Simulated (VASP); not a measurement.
Input of a VASP 6.6.1 run:

INCAR

```
PREC     = Accurate       # precision mode
ENCUT    = 520            # plane-wave cutoff, eV
EDIFF    = 1E-6           # SCF threshold, eV
ISMEAR   = 0              # smearing method
SIGMA    = 0.1            # smearing width, eV
LREAL    = False          # projectors in reciprocal space
LASPH    = True           # aspherical terms in the spheres
NELM     = 60             # most SCF steps
ALGO     = Fast           # electronic algorithm
ISIF     = 2              # what is computed and relaxed
LWAVE    = False          # write WAVECAR
LCHARG   = False          # write CHGCAR
GGA      = PE             # functional
NBANDS   = 13             # bands
```

Contents of KPOINTS:

```
regular mesh
0
Gamma
  24 24 24
```

POSCAR

```
Mo
1.0
   -1.5804252937      1.5804252937      1.5804252937
    1.5804252937     -1.5804252937      1.5804252937
    1.5804252937      1.5804252937     -1.5804252937
Mo
1
Direct
    0.0000000000      0.0000000000      0.0000000000
```

Potentials or basis: VASP PAW PBE potentials, release 64 (Mo_sv).

Run with:

```console
$ cat potpaw_PBE.64/Mo_sv/POTCAR > POTCAR
$ mpirun -np 1 vasp_std > vasp.out
```

(1) Predict the pressure.

(2) What does it give for the band gap on the k mesh?

Results:

(1) 0.6 GPa.

(2) zero (band 7 reaches 16.35 eV, above the bottom of band 8 at 11.09 eV).
